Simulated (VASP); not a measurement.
# Al (P6_3/mmc) in VASP: notebook

Al is run at these levels: PBEsol+D3(BJ); tasks: single point, relaxation of cell and atoms.

Everything below comes from runs of VASP 6.6.1. Logs are shortened: lines on timing, memory, paths and dates and some standing lists are left out, and cuts for length are marked.

## Step 1: The cell of the first run

The structure is hexagonal, space group P6_3/mmc (No. 194). Conventional cell: a = 2.780 Å, b = 2.780 Å, c = 4.630 Å, α = 90.00°, β = 90.00°, γ = 120.00°. Al (site symmetry -6m2) has 12 Al at 2.78 to 2.82 Å within 3.7 Å.

## Step 2: Single point, PBEsol+D3(BJ)

Input file INCAR:

```
ALGO = Normal ; EDIFF = 1E-7
ENCUT = 520 ; GGA = PS
ISIF = 2 ; ISMEAR = 0
IVDW = 12 ; LASPH = T
LCHARG = T ; LELF = T
LREAL = F ; LVHAR = T
LWAVE = F ; NBANDS = 10
NELM = 60 ; PREC = Accurate
SIGMA = 0.1
```

Input file KPOINTS:

```
k-points
0
Gamma
  18 18 10
```

Input file POSCAR:

```
Al
1.0
    2.7796508880      0.0000000000      0.0000000000
   -1.3898254440      2.4072482827      0.0000000000
    0.0000000000      0.0000000000      4.6301474436
Al
2
Direct
    0.6666666667      0.3333333333      0.7500000000
    0.3333333333      0.6666666667      0.2500000000
```

Potentials or basis: VASP PAW PBE potentials, release 64 (Al).

Started as:

```sh
cat potpaw_PBE.64/Al/POTCAR > POTCAR
mpirun -np 1 vasp_std > vasp.out
```

OUTCAR:

```text
EDIFF = 1E-7
   ENCUT = 520
   GGA = PS
   ISIF = 2
   ISMEAR = 0
   IVDW = 12
   LASPH = T
   LREAL = F
   NELM = 60
   PREC = Accurate
 IVDW          = 12

 ion  position               nearest neighbor table
   1  0.667  0.333  0.750-   2 2.82   2 2.82   2 2.82   2 2.82   2 2.82   2 2.82
   2  0.333  0.667  0.250-   1 2.82   1 2.82   1 2.82   1 2.82   1 2.82   1 2.82

  LATTYP: Found a hexagonal cell.
 ALAT       =     2.7796508880
 C/A-ratio  =     1.6657298453

  Lattice vectors:

 A1 = (   2.7796508880,   0.0000000000,   0.0000000000)
 A2 = (  -1.3898254440,   2.4072482827,   0.0000000000)
 A3 = (   0.0000000000,   0.0000000000,   4.6301474436)

Analysis of symmetry for initial positions (statically):
=====================================================================
 Subroutine PRICEL returns:
 Original cell was already a primitive cell.

 Routine SETGRP: Setting up the symmetry group for a
 hexagonal supercell.

 Subroutine GETGRP returns: Found 24 space group operations
 (whereof 12 operations were pure point group operations)
 out of a pool of 24 trial point group operations.

The static configuration has the point symmetry D_3d.
 The point group associated with its full space group is D_6h.

Analysis of symmetry for dynamics (positions and initial velocities):
=====================================================================
 Subroutine PRICEL returns:
 Original cell was already a primitive cell.

 Routine SETGRP: Setting up the symmetry group for a
 hexagonal supercell.

 Subroutine GETGRP returns: Found 24 space group operations
 (whereof 12 operations were pure point group operations)
 out of a pool of 24 trial point group operations.

The dynamic configuration has the point symmetry D_3d.
 The point group associated with its full space group is D_6h.

 Subroutine INISYM returns: Found 24 space group operations
 (whereof 12 operations are pure point group operations),
 and found     1 'primitive' translations

----------------------------------------------------------------------------------------

                                     Primitive cell

  volume of cell :      30.9818

  direct lattice vectors                    reciprocal lattice vectors
     2.779650888  0.000000000  0.000000000     0.359757408  0.207706037  0.000000000
    -1.389825444  2.407248283  0.000000000     0.000000000  0.415412073  0.000000000
     0.000000000  0.000000000  4.630147444     0.000000000  0.000000000  0.215975844

  length of vectors
     2.779650888  2.779650888  4.630147444     0.415412073  0.415412073  0.215975844

  position of ions in fractional coordinates (direct lattice)
     0.666666667  0.333333333  0.750000000
     0.333333333  0.666666667  0.250000000

  ion indices of the primitive-cell ions
   primitive index   ion index
                 1           1
                 2           2

----------------------------------------------------------------------------------------

 KPOINTS: k-points

Automatic generation of k-mesh.
 Grid dimensions read from file:
 generate k-points for:   18   18   10

 Generating k-lattice:

  Cartesian coordinates                     Fractional coordinates (reciprocal lattice)
     0.019986523  0.011539224  0.000000000     0.055555556 -0.000000000  0.000000000
     0.000000000  0.023078449  0.000000000     0.000000000  0.055555556  0.000000000
     0.000000000  0.000000000  0.021597584     0.000000000  0.000000000  0.100000000

  Length of vectors
     0.023078449  0.023078449  0.021597584

  Shift w.r.t. Gamma in fractional coordinates (k-lattice)
     0.000000000  0.000000000  0.000000000

 Subroutine IBZKPT returns following result:
 ===========================================

 Found    222 irreducible k-points:

 Following reciprocal coordinates:
            Coordinates               Weight
  0.000000  0.000000  0.000000      1.000000
  0.055556  0.000000  0.000000      6.000000
  0.111111  0.000000  0.000000      6.000000
  0.166667  0.000000  0.000000      6.000000
  0.222222  0.000000  0.000000      6.000000
[... 47 lines left out ...]
      1      -2.9528      2.00000
      2       3.6667      2.00000
      3       3.9064      2.00000
      4      20.0453      0.00000
      5      20.0453      0.00000
      6      20.1970      0.00000
      7      20.1970      0.00000
      8      20.7555      0.00000
      9      23.0838      0.00000
     10      23.5510      0.00000

 k-point     2 :       0.0556    0.0000    0.0000
  band No.  band energies     occupation
      1      -2.8740      2.00000
      2       3.7396      2.00000
      3       3.9830      2.00000
      4      18.2739      0.00000
      5      18.9919      0.00000
      6      20.0297      0.00000
      7      21.3715      0.00000
      8      21.4982      0.00000
      9      23.0805      0.00000
     10      24.0024      0.00000

 k-point     3 :       0.1111    0.0000    0.0000
  band No.  band energies     occupation
      1      -2.6380      2.00000
      2       3.9581      2.00000
      3       4.2118      2.00000
      4      16.1074      0.00000
      5      17.9978      0.00000
      6      19.2177      0.00000
      7      21.4783      0.00000
      8      22.0514      0.00000
      9      22.6377      0.00000
     10      22.9815      0.00000

 k-point     4 :       0.1667    0.0000    0.0000
  band No.  band energies     occupation
      1      -2.2456      2.00000
      2       4.3223      2.00000
      3       4.5895      2.00000
      4      13.9618      0.00000
      5      17.1366      0.00000
      6      18.2179      0.00000
      7      20.0117      0.00000
      8      20.3213      0.00000
      9      22.6850      0.00000
     10      22.8304      0.00000
[... 222 lines left out ...]
 k-point    22 :       0.2778    0.1111    0.0000
  band No.  band energies     occupation
      1       0.0835      2.00000
      2       6.5070      2.00000
      3       6.6070      2.00000
      4       8.5423      1.69650
      5      12.1392      0.00000
      6      14.4263      0.00000
      7      15.0940      0.00000
      8      18.5210      0.00000
      9      18.7598      0.00000
     10      20.2281      0.00000

 k-point    23 :       0.3333    0.1111    0.0000
  band No.  band energies     occupation
      1       1.0791      2.00000
      2       6.2636      2.00000
      3       7.4494      2.00000
      4       8.1205      2.00000
      5      11.6214      0.00000
      6      12.7715      0.00000
      7      13.7301      0.00000
      8      18.1325      0.00000
      9      18.4499      0.00000
     10      19.9098      0.00000

 k-point    24 :       0.3889    0.1111    0.0000
  band No.  band energies     occupation
      1       2.2168      2.00000
      2       4.8767      2.00000
      3       8.5199      1.82156
      4       8.9729      0.00000
      5      10.9685      0.00000
      6      11.2693      0.00000
      7      12.7856      0.00000
      8      17.9016      0.00000
      9      18.2620      0.00000
     10      19.7141      0.00000

 [... further k-points ...]

------------------------ aborting loop because EDIFF is reached ----------------------------------------

 Edisp (eV)   -0.67707

 E8    (eV) :    -0.4560

  FORCE on cell =-STRESS in cart. coord.  units (eV):
  Direction    XX          YY          ZZ          XY          YZ          ZX
  --------------------------------------------------------------------------------------
  -------------------------------------------------------------------------------------
  Total       0.21082     0.21082     0.21136     0.00000    -0.00000     0.00000
  in kB      10.90246    10.90246    10.93025     0.00000    -0.00000     0.00000
  external pressure =       10.91 kB  Pullay stress =        0.00 kB

 VOLUME and BASIS-vectors are now :
 -----------------------------------------------------------------------------
  energy-cutoff  :      520.00
  volume of cell :       30.98
      direct lattice vectors                 reciprocal lattice vectors
     2.779650888  0.000000000  0.000000000     0.359757408  0.207706037  0.000000000
    -1.389825444  2.407248283  0.000000000     0.000000000  0.415412073  0.000000000
     0.000000000  0.000000000  4.630147444     0.000000000  0.000000000  0.215975844

 POSITION                                       TOTAL-FORCE (eV/Angst)
 -----------------------------------------------------------------------------------
      1.38983      0.80242      3.47261         0.000000     -0.000000      0.000000
     -0.00000      1.60483      1.15754        -0.000000      0.000000      0.000000
 -----------------------------------------------------------------------------------
    total drift:                                0.000000     -0.000000      0.000000

  FREE ENERGIE OF THE ION-ELECTRON SYSTEM (eV)
  ---------------------------------------------------
  free  energy   TOTEN  =        -8.7697093140 eV

  energy  without entropy=       -8.7647526412  energy(sigma->0) =       -8.76723098
```

Wall time 16 s (1 thread of Intel Xeon 6975P-C (Granite Rapids), shared host); peak memory 0.19 GiB.

What came out:

- Free energy: -8.7697 eV
- Pressure: 1.1 GPa
- Band gap on the k mesh: zero (band 3 reaches 12.71 eV, above the bottom of band 4 at 5.37 eV)
- Dispersion energy per atom: -0.339 eV

Levels at points of the mesh, in eV from the Fermi level:
| k point | band 1 | band 2 | band 3 | band 4 | band 5 | band 6 | band 7 |
| --- | --- | --- | --- | --- | --- | --- | --- |
| (0.00, 0.00, 0.00) | -11.57 | -4.95 | -4.71 | 11.43 | 11.43 | 11.58 | 11.58 |
| (0.50, 0.00, 0.00) | -5.39 | -5.31 | 0.60 | 1.07 | 1.38 | 1.79 | 6.15 |
| (0.00, 0.00, 0.50) | -9.85 | -9.85 | 3.19 | 3.19 | 12.45 | 12.45 | 12.45 |
| (0.50, 0.00, 0.50) | -4.08 | -4.08 | -3.24 | -3.24 | 7.60 | 7.60 | 7.69 |

Caveat: the PAW data sets were made with another functional, which shifts forces and pressure a little; pairwise dispersion overbinds metals, which lowers pressure and volume.

## Step 3: Single point, PBEsol+D3(BJ)

This run uses another cell than the first one, of 15.67 Å³/atom, 1.012 times its volume.

Input file INCAR:

```
SYSTEM = Al
PREC     = Accurate       ! precision mode
ENCUT    = 520            ! plane-wave cutoff, eV
EDIFF    = 1E-7           ! SCF threshold, eV
ISMEAR   = 0              ! smearing method
SIGMA    = 0.1            ! smearing width, eV
LREAL    = .FALSE.        ! projectors in reciprocal space
LASPH    = .TRUE.         ! aspherical terms in the spheres
NELM     = 60             ! most SCF steps
ALGO     = Normal         ! electronic algorithm
ISIF     = 2              ! what is computed and relaxed
LWAVE    = .FALSE.        ! write WAVECAR
LCHARG   = .FALSE.        ! write CHGCAR
GGA      = PS             ! functional
IVDW     = 12             ! dispersion correction
NBANDS   = 10             ! bands
```

Input file KPOINTS:

```
regular mesh
0
G
  18 18 10
  0 0 0
```

Input file POSCAR:

```
Al
1.0
    2.7902591878      0.0000000000      0.0000000000
   -1.3951295939      2.4164353398      0.0000000000
    0.0000000000      0.0000000000      4.6479176696
Al
2
Direct
    0.6666666667      0.3333333333      0.7500000000
    0.3333333333      0.6666666667      0.2500000000
```

Potentials or basis: VASP PAW PBE potentials, release 64 (Al).

Started as:

```sh
cat potpaw_PBE.64/Al/POTCAR > POTCAR
mpirun -np 1 vasp_std > vasp.out
```

Run time: 16 s. Hardware: 1 thread of Intel Xeon 6975P-C (Granite Rapids), shared host; peak memory 0.19 GiB.

The run converged. Its results:

```yaml
Free_energy: -8.7710 eV
Pressure: 0.1 GPa
Band_gap_on_the_k_mesh: zero (band 3 reaches 12.56 eV, above the bottom of band 4 at 5.26 eV)
Dispersion_energy_per_atom: -0.335 eV
```

Levels at points of the mesh, in eV from the Fermi level:
```
           k point  band 1  band 2  band 3  band 4  band 5  band 6
(0.00, 0.00, 0.00)  -11.49   -4.90   -4.69   11.33   11.33   11.52
(0.50, 0.00, 0.00)   -5.36   -5.27    0.60    1.05    1.40    1.76
(0.00, 0.00, 0.50)   -9.78   -9.78    3.17    3.17   12.38   12.38
(0.50, 0.00, 0.50)   -4.05   -4.05   -3.23   -3.23    7.53    7.53
```

Caveat: the PAW data sets were made with another functional, which shifts forces and pressure a little; pairwise dispersion overbinds metals, which lowers pressure and volume.

## Step 4: Single point, PBEsol+D3(BJ)

This run uses another cell than the first one, of 15.85 Å³/atom, 1.023 times its volume.

Input file INCAR:

```
PREC = Accurate ; ENCUT = 520
EDIFF = 1E-7 ; ISMEAR = 0
SIGMA = 0.1 ; LREAL = F
LASPH = T ; NELM = 80
ALGO = Normal ; ISIF = 2
LWAVE = F ; LCHARG = F
GGA = PS ; IVDW = 12
NBANDS = 10
```

Input file KPOINTS:

```
Automatic mesh
0
Gamma
  18 18 10
```

Input file POSCAR:

```
Al
1.0
    2.8010955528      0.0000000000      0.0000000000
   -1.4005477764      2.4258199072      0.0000000000
    0.0000000000      0.0000000000      4.6666340828
Al
2
Direct
    0.6666666667      0.3333333333      0.7500000000
    0.3333333333      0.6666666667      0.2500000000
```

Started as:

```sh
cat potpaw_PBE.64/Al/POTCAR > POTCAR
mpirun -np 1 vasp_std > vasp.out
```

Wall time 16 s (1 thread of Intel Xeon 6975P-C (Granite Rapids), shared host); peak memory 0.19 GiB.

The run converged. Its results:

| Item | Value |
| --- | --- |
| Free energy | -8.7700 eV |
| Pressure | -0.9 GPa |
| Band gap on the k mesh | zero (band 3 reaches 12.42 eV, above the bottom of band 4 at 5.15 eV) |
| Dispersion energy per atom | -0.331 eV |

Levels at points of the mesh, in eV from the Fermi level:
| k point | band 1 | band 2 | band 3 | band 4 | band 5 | band 6 |
| --- | --- | --- | --- | --- | --- | --- |
| (0.00, 0.00, 0.00) | -11.40 | -4.85 | -4.67 | 11.23 | 11.23 | 11.45 |
| (0.50, 0.00, 0.00) | -5.32 | -5.22 | 0.60 | 1.03 | 1.42 | 1.73 |
| (0.00, 0.00, 0.50) | -9.71 | -9.71 | 3.15 | 3.15 | 12.31 | 12.31 |
| (0.50, 0.00, 0.50) | -4.01 | -4.01 | -3.21 | -3.21 | 7.47 | 7.47 |

Caveat: the PAW data sets were made with another functional, which shifts forces and pressure a little; pairwise dispersion overbinds metals, which lowers pressure and volume.

## Step 5: Relaxation of cell and atoms, PBEsol+D3(BJ), target pressure 90 GPa, at which the enthalpy is minimised

This run uses another cell than the first one, of 10.68 Å³/atom, 0.689 times its volume.

Input file INCAR:

```
SYSTEM = Al
PREC     = Accurate       ! precision mode
ENCUT    = 600            ! plane-wave cutoff, eV
EDIFF    = 1E-7           ! SCF threshold, eV
ISMEAR   = 0              ! smearing method
SIGMA    = 0.1            ! smearing width, eV
LREAL    = .False.        ! projectors in reciprocal space
LASPH    = .True.         ! aspherical terms in the spheres
NELM     = 100            ! most SCF steps
ALGO     = Normal         ! electronic algorithm
ISIF     = 3              ! what is computed and relaxed
LWAVE    = .False.        ! write WAVECAR
LCHARG   = .False.        ! write CHGCAR
GGA      = PS             ! functional
IVDW     = 12             ! dispersion correction
IBRION   = 2              ! ionic algorithm
NSW      = 70             ! ionic steps
EDIFFG   = -0.008         ! ionic threshold
PSTRESS  = 900.0
```

Input file KPOINTS:

```
Automatic mesh
0
Gamma
  18 18 10
  0 0 0
```

Input file POSCAR:

```
Al
1.0
    2.4719723476      0.0000000000      0.0000000000
   -1.2359861738      2.1407908505      0.0000000000
    0.0000000000      0.0000000000      4.0347607598
Al
2
Direct
    0.6666666667      0.3333333333      0.7500000000
    0.3333333333      0.6666666667      0.2500000000
```

Started as:

```sh
cat potpaw_PBE.64/Al/POTCAR > POTCAR
mpirun -np 1 vasp_std > vasp.out
```

Run time: 45 s. Hardware: 1 thread of Intel Xeon 6975P-C (Granite Rapids), shared host; peak memory 0.17 GiB.

The run converged. Its results:

```
Free energy                                            : -6.6495 eV
Relaxed volume                                         : 10.25 Å³/atom
Relaxed cell                                           : a = 2.441 Å, b = 2.441 Å, c = 3.973 Å, α = 90.00°, β = 90.00°, γ = 120.00°
Space group after relaxing (to 0.05 Å)                 : P6_3/mmc (No. 194)
Energy change on relaxing (the enthalpy is what falls) : +220.7 meV/atom
Ionic steps                                            : 9
Pressure after relaxing                                : 90.0 GPa
Band gap on the k mesh                                 : zero (band 3 reaches 19.11 eV, above the bottom of band 4 at 10.03 eV)
Dispersion energy per atom                             : -0.514 eV
```

Step by step:
| step | energy change (eV) | largest force (eV/Å) | pressure (GPa) | volume (Å³) |
| --- | --- | --- | --- | --- |
| 1 | 0.0000 | 0.0000 | 74.84 | 21.35 |
| 2 | 1.9372 | 0.0000 | 140.66 | 18.38 |
| 3 | 0.4211 | 0.0000 | 89.33 | 20.53 |
| 4 | 0.4394 | 0.0000 | 89.96 | 20.50 |
| 5 | 0.4489 | 0.0000 | 90.28 | 20.48 |
| 6 | 0.4230 | 0.0000 | 89.39 | 20.52 |
| 7 | 0.4347 | 0.0000 | 89.80 | 20.50 |
| 8 | 0.4466 | 0.0000 | 90.20 | 20.48 |
| 9 | 0.4413 | 0.0000 | 90.02 | 20.49 |

Final structure:
```
CELL_PARAMETERS angstrom
2.44050 0.00000 0.00000
-1.22025 2.11354 0.00000
0.00000 0.00000 3.97270
ATOMIC_POSITIONS crystal
Al 0.66667 0.33333 0.75000
Al 0.33333 0.66667 0.25000
```

Levels at points of the mesh, in eV from the Fermi level:
| k point | band 1 | band 2 | band 3 | band 4 | band 5 | band 6 | band 7 |
| --- | --- | --- | --- | --- | --- | --- | --- |
| (0.00, 0.00, 0.00) | -14.78 | -6.55 | -5.07 | 13.75 | 13.75 | 14.86 | 14.87 |
| (0.50, 0.00, 0.00) | -7.15 | -6.71 | 0.72 | 0.73 | 2.35 | 2.48 | 8.39 |
| (0.00, 0.00, 0.50) | -12.48 | -12.48 | 4.58 | 4.58 | 14.67 | 14.67 | 14.67 |
| (0.50, 0.00, 0.50) | -5.51 | -5.51 | -3.85 | -3.85 | 8.63 | 8.63 | 10.06 |

Caveat: the cell is relaxed towards a set pressure, so the enthalpy falls and the energy may rise; the PAW data sets were made with another functional, which shifts forces and pressure a little; pairwise dispersion overbinds metals, which lowers pressure and volume.

## Step 6: Overview

```csv
task,cell,cutoff (eV),gap on the mesh (eV),pressure (GPa)
single point,"a = 2.780, b = 2.780, c = 4.630 Å, angles 90.0, 90.0, 120.0°, 2 atoms",520,none,1.1
single point,"a = 2.790, b = 2.790, c = 4.648 Å, angles 90.0, 90.0, 120.0°, 2 atoms",520,none,0.1
single point,"a = 2.801, b = 2.801, c = 4.667 Å, angles 90.0, 90.0, 120.0°, 2 atoms",520,none,-0.9
relaxation of cell and atoms,"relaxed to 90 GPa from a = 2.472, b = 2.472, c = 4.035 Å, angles 90.0, 90.0, 120.0°, 2 atoms",600,none,90.0
```

Alike in all rows: level PBEsol+D3(BJ); potentials or basis VASP PAW PBE potentials, release 64 (Al); no spin polarisation; k mesh 18 × 18 × 10; smearing gaussian 0.1 eV.

Caveats: the PAW data sets were made with another functional, which shifts forces and pressure a little; pairwise dispersion overbinds metals, which lowers pressure and volume; the cell is relaxed towards a set pressure, so the enthalpy falls and the energy may rise (some runs).

Absolute energies hang on the potentials; compare differences alone.
